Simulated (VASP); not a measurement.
Set up this calculation in VASP 6.6.1, as the native input.

* Task: single point
* Functional: r2SCAN
* Potentials or basis: VASP PAW PBE potentials, release 64 (Ti_sv)
* Cutoff: 520 eV
* k mesh: 20 × 20 × 20
* Occupations: gaussian, width 0.15 eV
* Spin: no spin polarisation
* Dipole correction: no
* Further INCAR settings: ALGO = Normal; EDIFF = 1e-06; NBANDS = 12

Crystal: Ti.

```
Ti
1.0
    -1.69023    1.69023    1.64100
     1.69023   -1.69023    1.64100
     1.69023    1.69023   -1.64100
Ti
1
Direct
  0.00000 0.00000 0.00000
```

This cell differs from its parent crystal: strain +0.0300 x Voigt [1, 1, 0, 0, 0, 0].

The input as run:

POSCAR

```
Ti
1.0
   -1.6902300000      1.6902300000      1.6410000000
    1.6902300000     -1.6902300000      1.6410000000
    1.6902300000      1.6902300000     -1.6410000000
Ti
1
Direct
    0.0000000000      0.0000000000      0.0000000000
```

INCAR.step1

```
SYSTEM = Ti
ALGO = Normal ; EDIFF = 1E-4
ENCUT = 520 ; GGA = PE
ISMEAR = 0 ; LASPH = .True.
LCHARG = .False. ; LREAL = .False.
LWAVE = .True. ; NBANDS = 12
NELM = 60 ; PREC = Accurate
SIGMA = 0.15
```

INCAR.step2

```
SYSTEM = Ti
ALGO = Normal ; EDIFF = 1E-6
ENCUT = 520 ; ISIF = 2
ISMEAR = 0 ; ISTART = 1
LASPH = .True. ; LCHARG = .False.
LMIXTAU = .True. ; LREAL = .False.
LWAVE = .False. ; METAGGA = R2SCAN
NBANDS = 12 ; NELM = 60
PREC = Accurate ; SIGMA = 0.15
```

KPOINTS

```
k-points
0
Gamma
  20 20 20
  0 0 0
```

Potentials or basis: VASP PAW PBE potentials, release 64 (Ti_sv).

The run is started by

```sh
$ cat potpaw_PBE.64/Ti_sv/POTCAR > POTCAR
$ cp INCAR.step1 INCAR
$ mpirun -np 1 vasp_std > vasp.out
$ cp INCAR.step2 INCAR
$ mpirun -np 1 vasp_std > vasp.out
```

Results of the run:

| Quantity | Value |
| --- | --- |
| Pressure | -8.0 GPa |
| Band gap on the k mesh | zero (bands 6 and 7 overlap by 1.68 eV) |

Caveat: the cell differs from its parent crystal (strain +0.0300 x Voigt [1, 1, 0, 0, 0, 0]); the cell stands under tension; the PAW data sets were made with another functional, which shifts forces and pressure a little.

It took 5.7 min on 1 thread of Intel(R) Xeon(R) Platinum 8259CL CPU @ 2.50GHz (Skylake/Cascade Lake), on a shared host, peak memory 0.25 GiB.
